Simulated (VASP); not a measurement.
The system is VGe3.

```
CELL_PARAMETERS angstrom
3.93059 0.00000 0.00000
-1.96529 3.40399 0.00000
0.00000 0.00000 4.14833
ATOMIC_POSITIONS crystal
V 0.00000 0.00000 0.00000
Ge 0.00000 0.00000 0.50000
Ge 0.33333 0.66667 0.00000
Ge 0.66667 0.33333 0.00000
```

- Program: VASP 6.6.1
- Task: relaxation of cell and atoms
- Functional: PBE
- Potentials or basis: VASP PAW PBE potentials, release 64 (V_sv, Ge_d)
- Cutoff: 500 eV
- k mesh: 6 × 6 × 4
- Occupations: gaussian, width 0.1 eV
- Spin: no spin polarisation

At the start: pressure 79.4 GPa; volume 13.88 Å³/atom.

**Question.** Where does the relaxation end?

**Answer.** Over 6 steps the energy falls by 1327.7 meV/atom and the volume is 21.55 Å³/atom (+55.3 %); space group P6/mmm (No. 191, to 0.05 Å).

The path:
```
step  energy change (eV)  largest force (eV/Å)  pressure (GPa)  volume (Å³)
   1              0.0000                0.0000           79.41        55.50
   2             -2.7603                0.0000          -14.49       131.07
   3             -5.2981                0.0000           -1.60        88.41
   4             -5.3070                0.0000           -0.75        87.21
   5             -5.3094                0.0000            0.08        86.14
   6             -5.3109                0.0000            0.00        86.20
```

Final structure:
```yaml
crystal:
  lattice:
    - [4.56289, 0.00000, 0.00000]
    - [-2.28145, 3.95158, 0.00000]
    - [0.00000, 0.00000, 4.78101]
  atoms:
    - { symbol: V, position: [0.00000, 0.00000, 0.00000] }
    - { symbol: Ge, position: [0.00000, 0.00000, 0.50000] }
    - { symbol: Ge, position: [0.33333, 0.66667, 0.00000] }
    - { symbol: Ge, position: [0.66667, 0.33333, 0.00000] }
```

Caveat: the k points lie up to 0.33 Å⁻¹ apart in the final cell; the volume moved by over 15 % at a fixed basis, so the end points are rough.
